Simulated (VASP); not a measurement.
# AlN (P6_3/mmc) in VASP: further runs, part 2 of 2

VASP 6.6.1. Earlier steps stand in the parts before.

## 5. Single point, PBEsol

This run uses another cell than the first one, of 9.69 Å³/atom, 1.006 times its volume.

Input file INCAR:

```
SYSTEM = AlN
PREC     = Accurate       ! precision mode
ENCUT    = 520            ! plane-wave cutoff, eV
EDIFF    = 1E-6           ! SCF threshold, eV
ISMEAR   = 0              ! smearing method
SIGMA    = 0.05           ! smearing width, eV
LREAL    = .FALSE.        ! projectors in reciprocal space
LASPH    = .TRUE.         ! aspherical terms in the spheres
NELM     = 60             ! most SCF steps
ALGO     = Normal         ! electronic algorithm
ISIF     = 2              ! what is computed and relaxed
LWAVE    = .FALSE.        ! write WAVECAR
LCHARG   = .FALSE.        ! write CHGCAR
GGA      = PS             ! functional
NBANDS   = 16             ! bands
```

Input file KPOINTS:

```
regular mesh
0
G
  9 9 6
  0 0 0
```

Input file POSCAR:

```
AlN
1.0
    3.3212000000      0.0000000000      0.0000000000
   -1.6606000000      2.8762435710      0.0000000000
    0.0000000000      0.0000000000      4.0572000000
Al N
2 2
Direct
    0.3333333333      0.6666666667      0.7500000000
    0.6666666667      0.3333333333      0.2500000000
    0.3333333333      0.6666666667      0.2500000000
    0.6666666667      0.3333333333      0.7500000000
```

Potentials or basis: VASP PAW PBE potentials, release 64 (Al, N).

Command:

```sh
$ cat potpaw_PBE.64/Al/POTCAR potpaw_PBE.64/N/POTCAR > POTCAR
$ mpirun -np 1 vasp_std > vasp.out
```

OUTCAR:

```text
SYSTEM = AlN
   PREC = Accurate
   ENCUT = 520
   EDIFF = 1E-6
   ISMEAR = 0
   LREAL = .FALSE.
   LASPH = .TRUE.
   NELM = 60
   ISIF = 2
   GGA = PS

 ion  position               nearest neighbor table
   1  0.333  0.667  0.750-   4 1.92   4 1.92   4 1.92   3 2.03   3 2.03   2 2.79   2 2.79   2 2.79
                             2 2.79   2 2.79   2 2.79
   2  0.667  0.333  0.250-   3 1.92   3 1.92   3 1.92   4 2.03   4 2.03   1 2.79   1 2.79   1 2.79
                             1 2.79   1 2.79   1 2.79
   3  0.333  0.667  0.250-   2 1.92   2 1.92   2 1.92   1 2.03   1 2.03
   4  0.667  0.333  0.750-   1 1.92   1 1.92   1 1.92   2 2.03   2 2.03

[... 661 lines left out ...]
  -------------------------------------------------------------------------------------
  Total       -0.0965107     -0.0965107      1.2572087      0.0000000      0.0000000      0.0000000
  in kB       -3.9896868     -3.9896868     51.9721723      0.0000000      0.0000000      0.0000000
  external PRESSURE =      14.6642662 kB  Pullay stress =       0.0000000 kB

 VOLUME and BASIS-vectors are now :
 -----------------------------------------------------------------------------
  energy-cutoff  :      520.00
  volume of cell :       38.76
      direct lattice vectors                 reciprocal lattice vectors
     3.321200000  0.000000000  0.000000000     0.301095989  0.173837851  0.000000000
    -1.660600000  2.876243571  0.000000000     0.000000000  0.347675701  0.000000000
     0.000000000  0.000000000  4.057200000     0.000000000  0.000000000  0.246475402

 POSITION                                       TOTAL-FORCE (eV/Angst)
 -----------------------------------------------------------------------------------
     -0.00000      1.91750      3.04290         0.000000      0.000000      0.000000
      1.66060      0.95875      1.01430        -0.000000     -0.000000      0.000000
     -0.00000      1.91750      1.01430         0.000000     -0.000000      0.000000
      1.66060      0.95875      3.04290         0.000000      0.000000      0.000000
 -----------------------------------------------------------------------------------
    total drift:                               -0.000000      0.000000      0.000000

  FREE ENERGIE OF THE ION-ELECTRON SYSTEM (eV)
  ---------------------------------------------------
  free  energy   TOTEN  =       -30.9327777143 eV

  energy  without entropy=      -30.9327777143  energy(sigma->0) =      -30.93277771
```

stdout:

```text
POSCAR found type information on POSCAR AlN
 POSCAR found :  2 types and       4 ions
 scaLAPACK will be used
 -----------------------------------------------------------------------------
|                                                                             |
|                                                                             |
|     You enforced a specific xc type in the INCAR file but a different       |
|     I HOPE YOU KNOW WHAT YOU ARE DOING!                                     |
|                                                                             |
 -----------------------------------------------------------------------------

 LDA part: xc-table for (Slater+PW92), standard interpolation
 POSCAR, INCAR and KPOINTS ok, starting setup
 FFT: planning ... GRIDC
 FFT: planning ... GRID_SOFT
 FFT: planning ... GRID
 WAVECAR not read
 entering main loop
```

It took 49 s on 1 thread of Intel Xeon Platinum 8259CL at 2.50GHz (Skylake/Cascade Lake), shared host; peak memory 0.16 GiB.

What came out:

- Free energy: -30.9328 eV
- Pressure: 1.5 GPa
- Band gap on the k mesh: 3.47 eV, direct

Caveat: the PAW data sets were made with another functional, which shifts forces and pressure a little.

## 6. Single point, PBEsol

This run uses another cell than the first one, of 9.82 Å³/atom, 1.020 times its volume.

INCAR, as its differences from that of step 5:

```diff
@@ -12,4 +12,6 @@
 LWAVE    = .FALSE.        ! write WAVECAR
-LCHARG   = .FALSE.        ! write CHGCAR
+LCHARG   = .TRUE.         ! write CHGCAR
 GGA      = PS             ! functional
+LELF     = .TRUE.         ! ELF
+LVHAR    = .TRUE.       
 NBANDS   = 16             ! bands
```

KPOINTS is that of step 5.

Input file POSCAR:

```
AlN
1.0
    3.2618000000      0.0000000000      0.0000000000
   -1.6309000000      2.8248016620      0.0000000000
    0.0000000000      0.0000000000      4.2642000000
Al N
2 2
Direct
    0.3333333333      0.6666666667      0.7500000000
    0.6666666667      0.3333333333      0.2500000000
    0.3333333333      0.6666666667      0.2500000000
    0.6666666667      0.3333333333      0.7500000000
```

Potentials or basis: VASP PAW PBE potentials, release 64 (Al, N).

Command:

```sh
$ cat potpaw_PBE.64/Al/POTCAR potpaw_PBE.64/N/POTCAR > POTCAR
$ mpirun -np 1 vasp_std > vasp.out
```

Run time: 33 s. Hardware: 1 thread of Intel Xeon Platinum 8259CL at 2.50GHz (Skylake/Cascade Lake), shared host; peak memory 0.15 GiB.

It converged, with:

```yaml
Free_energy: -30.9188 eV
Pressure: 0.5 GPa
Band_gap_on_the_k_mesh: 3.20 eV, direct
```

Stress tensor (GPa, compression positive):
```
 3.08  0.00  0.00
 0.00  3.08  0.00
 0.00  0.00 -4.80
```

Levels at points of the mesh, in eV from the valence-band top:
| k point | band 6 | band 7 | band 8 | band 9 | band 10 | band 11 |
| --- | --- | --- | --- | --- | --- | --- |
| (0.00, 0.00, 0.00) | -1.82 | -1.82 | 0.00 | 3.20 | 4.49 | 8.29 |
| (0.00, 0.00, 0.50) | -2.61 | -2.61 | -2.61 | 5.57 | 5.57 | 8.51 |

Caveat: the PAW data sets were made with another functional, which shifts forces and pressure a little.

## 7. Overview

```csv
cell,gap on the mesh (eV),pressure (GPa)
"a = 3.262, b = 3.262, c = 4.181 Å, angles 90.0, 90.0, 120.0°, 4 atoms",3.39,3.9
"a = 3.361, b = 3.361, c = 3.974 Å, angles 90.0, 90.0, 120.0°, 4 atoms",3.53,1.1
"a = 3.222, b = 3.222, c = 4.347 Å, angles 90.0, 90.0, 120.0°, 4 atoms",3.18,3.6
"a = 3.321, b = 3.321, c = 4.057 Å, angles 90.0, 90.0, 120.0°, 4 atoms",3.47,1.5
"a = 3.262, b = 3.262, c = 4.264 Å, angles 90.0, 90.0, 120.0°, 4 atoms",3.20,0.5
```

Alike in all rows: task single point; level PBEsol; potentials or basis VASP PAW PBE potentials, release 64 (Al, N); no spin polarisation; k mesh 9 × 9 × 6; cutoff (eV) 520; smearing gaussian 0.05 eV.

Caveats: the PAW data sets were made with another functional, which shifts forces and pressure a little.

Total energies depend on the potentials used, so only differences within one code and one set of settings carry meaning.
